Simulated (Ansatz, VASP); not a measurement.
## Li3B in VASP and in Ansatz

```xyz
8
Lattice="6.1316 0.0000 0.0000 -3.0658 5.3101 0.0000 0.0000 0.0000 3.4229" Properties=species:S:1:pos:R:3 pbc="T T T"
Li    1.4524    1.6413    0.8557
Li   -0.6952    2.0785    2.5671
Li    3.9840    0.4372    0.8557
Li    1.6134    3.6688    2.5671
Li    3.7609    3.2316    0.8557
Li   -0.9182    4.8729    2.5671
B     0.0000    3.5401    0.8557
B     3.0658    1.7700    2.5671
```

Alike in both runs: functional PBE; k mesh 6 × 6 × 12; occupations gaussian, width 0.1 eV; no spin polarisation.

Ansatz relaxed the structure, and its values are those at the end. VASP's run is a single point on that final structure, the one shown.

|  | VASP | Ansatz |
| --- | --- | --- |
| version | VASP 6.6.1 | Ansatz 0.2.0 |
| potentials or method | VASP PAW PBE potentials, release 64 (Li_sv, B), cutoff 520 eV | scalar-relativistic, plane waves, PAW |
| valence electrons in the cell | 24 | 24 |

```csv
,VASP,Ansatz,Ansatz less VASP
gap on the k mesh at the Fermi level (eV),none,none,-
rms of the force components (eV/Å),0.004,0.001,-0.0022
```

A gap of «none» marks a metal or a gap that the smearing closes.

Noted on VASP's run: the cutoff is under 1.25 times that of the potentials, so the pressure is a little rough.
